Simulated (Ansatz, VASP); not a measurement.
## Os in VASP and in Ansatz

```xyz
1
Lattice="2.5566 0.0000 0.0000 0.0000 2.5566 0.0000 0.0000 0.0000 2.5566" Properties=species:S:1:pos:R:3 pbc="T T T"
Os    0.0000    0.0000    0.0000
```

Alike in both runs: functional PBE; k mesh 8 × 8 × 8; occupations gaussian, width 0.1 eV; no spin polarisation.

Ansatz relaxed the structure, and its values are those at the end. VASP's run is a single point on that final structure, the one shown.

```csv
,VASP,Ansatz
version,VASP 6.6.1,Ansatz 0.2.0
potentials or method,"VASP PAW PBE potentials, release 64 (Os), cutoff 520 eV","scalar-relativistic, plane waves, PAW"
valence electrons in the cell,8,16
```

```tsv
	VASP	Ansatz	Ansatz less VASP
gap on the k mesh at the Fermi level (eV)	none	none	-
pressure (GPa)	-0.3	0.0	+0.28
```

A gap of «none» marks a metal or a gap that the smearing closes. The functional is the same, so the differences come from potentials, cutoffs and numerics. VASP's potentials hold 8 valence electrons a cell and Ansatz's 16, so a difference there can come from the potentials and not from the codes.

Spin-orbit coupling is off throughout.
